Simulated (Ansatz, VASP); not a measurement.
**SrZr2O3 in VASP and in Ansatz**

```
CELL_PARAMETERS angstrom
2.36665 -5.66386 0.00000
2.36665 5.66386 0.00000
0.00000 0.00000 3.36937
ATOMIC_POSITIONS crystal
Sr 0.00000 0.00000 0.00000
Zr 0.66412 0.33588 0.50000
Zr 0.33588 0.66412 0.50000
O 0.15352 0.84648 0.50000
O 0.84648 0.15352 0.50000
O 0.50000 0.50000 0.00000
```

Change from the starting cell: species swapped into the Li2CeO3 type (Cmmm, No. 65).

Alike in both runs: functional PBE; k mesh 3 × 3 × 3; occupations gaussian, width 0.15 eV; no spin polarisation.

Ansatz relaxed the structure, and its values are those at the end. VASP's run is a single point on that final structure, the one shown.

|  | VASP | Ansatz |
| --- | --- | --- |
| version | VASP 6.6.1 | Ansatz 0.2.0 |
| potentials or method | VASP PAW PBE potentials, release 64 (Sr_sv, Zr_sv, O), cutoff 600 eV | scalar-relativistic, plane waves, PAW |
| valence electrons in the cell | 52 | 52 |

```tsv
	VASP	Ansatz	Ansatz less VASP
gap on the k mesh at the Fermi level (eV)	none	none	-
pressure (GPa)	0.4	0.0	-0.47
rms of the force components (eV/Å)	0.015	0.004	-0.0110
```

A gap of «none» marks a metal or a gap that the smearing closes. With one functional, cell and mesh, what is left measures potentials, basis and numerics.

The k mesh is coarse, so the values compare programs but aren't converged.
